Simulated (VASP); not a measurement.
Write the native input for VASP 6.6.1 that does the following.

- Task: single point
- Functional: r2SCAN
- Potentials or basis: VASP PAW PBE potentials, release 64 (Zn, S)
- Cutoff: 520 eV
- k mesh: 6 × 6 × 4
- Occupations: gaussian, width 0.05 eV
- Spin: no spin polarisation
- Dipole correction: no
- Further INCAR settings: ALGO = Normal; EDIFF = 1e-06; NBANDS = 26

ZnS:

```
Zn S
1.0
     3.80672    0.00000    0.00000
    -1.90336    3.29672    0.00000
     0.00000    0.00000    6.24574
Zn S
2 2
Direct
  0.21512 0.66667 0.93334
  0.66667 0.33333 0.50539
  0.33333 0.66667 0.37961
  0.66667 0.33333 0.87961
```

This cell differs from its parent crystal: atom 1 (Zn) moved by (-0.450, -0.450) A along x and z.

One way to write it, as run:

POSCAR

```
ZnS
1.0
    3.8067217473      0.0000000000      0.0000000000
   -1.9033608736      3.2967177383      0.0000000000
    0.0000000000      0.0000000000      6.2457351521
Zn S
2 2
Direct
    0.2151213836      0.6666666667     -0.0666610936
    0.6666666667      0.3333333333      0.5053880710
    0.3333333333      0.6666666667      0.3796119290
    0.6666666667      0.3333333333      0.8796119290
```

INCAR.step1

```
SYSTEM = ZnS
ALGO = Normal
EDIFF = 1E-4
ENCUT = 520
GGA = PE
ISMEAR = 0
LASPH = .True.
LCHARG = .False.
LREAL = .False.
LWAVE = .True.
NBANDS = 26
NELM = 60
PREC = Accurate
SIGMA = 0.05
```

INCAR.step2

```
SYSTEM = ZnS
ALGO = Normal
EDIFF = 1E-6
ENCUT = 520
ISIF = 2
ISMEAR = 0
ISTART = 1
LASPH = .True.
LCHARG = .False.
LMIXTAU = .True.
LREAL = .False.
LWAVE = .False.
METAGGA = R2SCAN
NBANDS = 26
NELM = 60
PREC = Accurate
SIGMA = 0.05
```

KPOINTS

```
k-points
0
Gamma
  6 6 4
  0 0 0
```

Potentials or basis: VASP PAW PBE potentials, release 64 (Zn, S).

Command:

```sh
$ cat potpaw_PBE.64/Zn/POTCAR potpaw_PBE.64/S/POTCAR > POTCAR
$ cp INCAR.step1 INCAR
$ mpirun -np 1 vasp_std > vasp.out
$ cp INCAR.step2 INCAR
$ mpirun -np 1 vasp_std > vasp.out
```

It gave:

```json
{
 "Pressure": "9.2 GPa",
 "Largest force": "8.669 eV/Å",
 "Band gap on the k mesh": "2.29 eV"
}
```

Caveat: the cell differs from its parent crystal (atom 1 (Zn) moved by (-0.450, -0.450) A along x and z); the stress differs along the axes, from 0 to 17 GPa; the PAW data sets were made with another functional, which shifts forces and pressure a little.

Wall time 3.1 min on 1 thread of Intel(R) Xeon(R) 6975P-C (Granite Rapids), on a shared host, peak memory 0.27 GiB.
